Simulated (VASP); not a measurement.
Here is a VASP 6.6.1 calculation.

The input INCAR:

```
SYSTEM = Ti
  ALGO = Normal
  EDIFF = 1E-7
  ENCUT = 520
  GGA = PS
  ISIF = 2
  ISMEAR = 1
  LASPH = .True.
  LCHARG = .False.
  LREAL = .False.
  LWAVE = .False.
  NBANDS = 12
  NELM = 100
  PREC = Accurate
  SIGMA = 0.05
```

The input KPOINTS:

```
k-points
0
Gamma
  12 12 12
  0 0 0
```

POSCAR

```
Ti
1.0
    0.0000000000      2.0163754284      2.0163754284
    2.0163754284      0.0000000000      2.0163754284
    2.0163754284      2.0163754284      0.0000000000
Ti
1
Direct
    0.0000000000      0.0000000000      0.0000000000
```

Potentials or basis: VASP PAW PBE potentials, release 64 (Ti_sv).

Command:

```bash
$ cat potpaw_PBE.64/Ti_sv/POTCAR > POTCAR
$ mpirun -np 1 vasp_std > vasp.out
```

Task: What does it give for the band gap on the k mesh?

Result: Zero (band 6 reaches 9.62 eV, above the bottom of band 7 at 8.32 eV).

Task: What does it give for the pressure?

Result: 1.7 GPa.

Caveat: the PAW data sets were made with another functional, which shifts forces and pressure a little.
